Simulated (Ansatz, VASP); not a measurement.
# Two plane-wave programs on Cd3Se2S

File INCAR:

```
PREC     = Accurate       # precision mode
ENCUT    = 520            # plane-wave cutoff, eV
EDIFF    = 1E-6           # SCF threshold, eV
ISMEAR   = 0              # smearing method
SIGMA    = 0.1            # smearing width, eV
LREAL    = F              # projectors in reciprocal space
LASPH    = T              # aspherical terms in the spheres
NELM     = 100            # most SCF steps
ALGO     = Normal         # electronic algorithm
ISIF     = 2              # what is computed and relaxed
LWAVE    = F              # write WAVECAR
LCHARG   = F              # write CHGCAR
GGA      = PE             # functional
NBANDS   = 36             # bands
```

File KPOINTS:

```
regular mesh
0
Gamma
  6 6 2
```

POSCAR

```
Cd3Se2S
1.0
    4.3155832000      0.0000000000      0.0000000000
   -2.1577916000      3.7374047000      0.0000000000
    0.0000000000      0.0000000000     10.5861007000
Cd Se S
3 2 1
Direct
    0.3333333000      0.6666667000      0.0002900000
    0.6666667000      0.3333333000      0.6578390000
    0.0000000000      0.0000000000      0.3424180000
    0.6666667000      0.3333333000      0.9113260000
    0.3333333000      0.6666667000      0.2531820000
    0.0000000000      0.0000000000      0.5849460000
```

Input for Ansatz:

```yaml
crystal:
  lattice:
    - [4.3155832, 0.0, 0.0]
    - [-2.1577916, 3.7374047, 0.0]
    - [0.0, 0.0, 10.5861007]
  atoms:
    - { symbol: Cd, position: [0.3333333, 0.6666667, 0.00029] }
    - { symbol: Cd, position: [0.6666667, 0.3333333, 0.657839] }
    - { symbol: Cd, position: [0.0, 0.0, 0.342418] }
    - { symbol: Se, position: [0.6666667, 0.3333333, 0.911326] }
    - { symbol: Se, position: [0.3333333, 0.6666667, 0.253182] }
    - { symbol: S, position: [0.0, 0.0, 0.584946] }
basis:
  ecutwfc: 420
kpoints:
  mp_grid: { grid: [6, 6, 2] }
hamiltonian:
  xc: pbe
scf:
  occupations: { method: gaussian, width: 0.1 }
  lower_state_search: "off"
output:
  forces: true
  stress: true
  eigenvalues: true
```

Alike in both runs: task single point; functional PBE; k mesh 6 × 6 × 2; occupations gaussian, width 0.1 eV; no spin polarisation.

|  | VASP | Ansatz |
| --- | --- | --- |
| version | VASP 6.6.1 | Ansatz 0.2.0 |
| potentials or method | VASP PAW PBE potentials, release 64 (Cd, Se, S), cutoff 520 eV | scalar-relativistic, plane waves, PAW |
| valence electrons in the cell | 54 | 98 |

|  | VASP | Ansatz | Ansatz less VASP |
| --- | --- | --- | --- |
| gap on the k mesh at the Fermi level (eV) | 0.56 | 0.56 | +0.001 |
| least direct gap on the mesh (eV) | 0.56 | 0.56 | +0.001 |
| pressure (GPa) | 0.3 | 0.0 | -0.26 |

The functional is the same, so the differences come from potentials, cutoffs and numerics. VASP's potentials hold 54 valence electrons a cell and Ansatz's 98, so a difference there can come from the potentials and not from the codes.
